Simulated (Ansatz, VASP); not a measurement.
# One calculation of Bi, two programs

Contents of INCAR:

```
SYSTEM = Bi
ALGO = Normal
EDIFF = 1E-6
ENCUT = 520
GGA = RE
ISIF = 2
ISMEAR = -1
LASPH = .True.
LCHARG = .False.
LREAL = .False.
LWAVE = .False.
NBANDS = 30
NELM = 60
PREC = Accurate
SIGMA = 0.1
```

File KPOINTS:

```
k-points
0
Gamma
  7 7 11
  0 0 0
```

The input POSCAR:

```
Bi
1.0
    5.7743645236      0.0000000000      0.0000000000
   -2.8871822618      5.0007463681      0.0000000000
    0.0000000000      0.0000000000      3.3956380551
Bi
3
Direct
    0.0000000000      0.0000000000      0.0000000000
    0.3333333333      0.6666666667      0.5000000000
    0.6666666667      0.3333333333      0.5000000000
```

Input for Ansatz:

```yaml
crystal:
  lattice:
    - [5.7743645236, 0.0, 0.0]
    - [-2.8871822618, 5.0007463681, 0.0]
    - [0.0, 0.0, 3.3956380551]
  atoms:
    - { symbol: Bi, position: [0.0, 0.0, 0.0] }
    - { symbol: Bi, position: [0.3333333333, 0.6666666667, 0.5] }
    - { symbol: Bi, position: [0.6666666667, 0.3333333333, 0.5] }
hamiltonian:
  xc: revpbe
  pseudopotentials:
    kind: paw
    azcp:
      Bi: "pseudopotentials/Bi.paw.azcp"
basis:
  ecutwfc: 420
  fft_grid_basis: typed
kpoints:
  mp_grid: { grid: [7, 7, 11], shift: [0, 0, 0] }
magnetization:
  spin_polarized: false
scf:
  occupations: { method: fermi_dirac, width: 0.1 }
  lower_state_search: "off"
output:
  stress: true
```

Alike in both runs: task single point; functional revPBE; k mesh 7 × 7 × 11; occupations fermi-dirac, width 0.1 eV; no spin polarisation.

|  | VASP | Ansatz |
| --- | --- | --- |
| version | VASP 6.6.1 | Ansatz 0.2.0 |
| potentials or method | VASP PAW PBE potentials, release 64 (Bi_d), cutoff 520 eV | plane waves (420 eV) with PAW, scalar-relativistic |
| valence electrons in the cell | 45 | 45 |

|  | VASP | Ansatz | Ansatz less VASP |
| --- | --- | --- | --- |
| pressure (GPa) | 0.1 | 0.1 | +0.05 |
| traceless stress, the component that is largest in VASP (GPa) | 0.58 | 0.58 | +0.002 |

VASP's potentials were made for PBE, not for revPBE.

Neither program's run includes spin-orbit coupling.
